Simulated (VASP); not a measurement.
Runs of VASP 6.6.1 on LiF. The structure is that of space group I4/mmm (No. 139), or close to it. The cells are those of the table. 

| cell | gap on the mesh (eV) |
| --- | --- |
| a = 2.848, b = 3.013, c = 3.013 Å, angles 56.4, 61.8, 61.8°, 2 atoms | (a) |
| a = 2.848, b = 2.643, c = 2.643 Å, angles 65.2, 57.4, 57.4°, 2 atoms | (b) |
| a = 2.848, b = 2.693, c = 2.693 Å, angles 63.9, 58.1, 58.1°, 2 atoms | 10.03 |
| a = 2.848, b = 2.743, c = 2.743 Å, angles 62.5, 58.7, 58.7°, 2 atoms | 9.71 |
| a = 2.848, b = 3.069, c = 3.069 Å, angles 55.3, 62.4, 62.4°, 2 atoms | 7.84 |
| a = 2.848, b = 3.041, c = 3.041 Å, angles 55.9, 62.1, 62.1°, 2 atoms | 7.96 |

Alike in all rows: task single point; level PBE; potentials or basis VASP PAW PBE potentials, release 64 (Li_sv, F); no spin polarisation; k mesh 10 × 10 × 10; cutoff (eV) 520; smearing gaussian 0.05 eV.

Task: Estimate the missing entries.

Result: (a) 8.09; (b) 10.33.

A k mesh can miss the band edges.
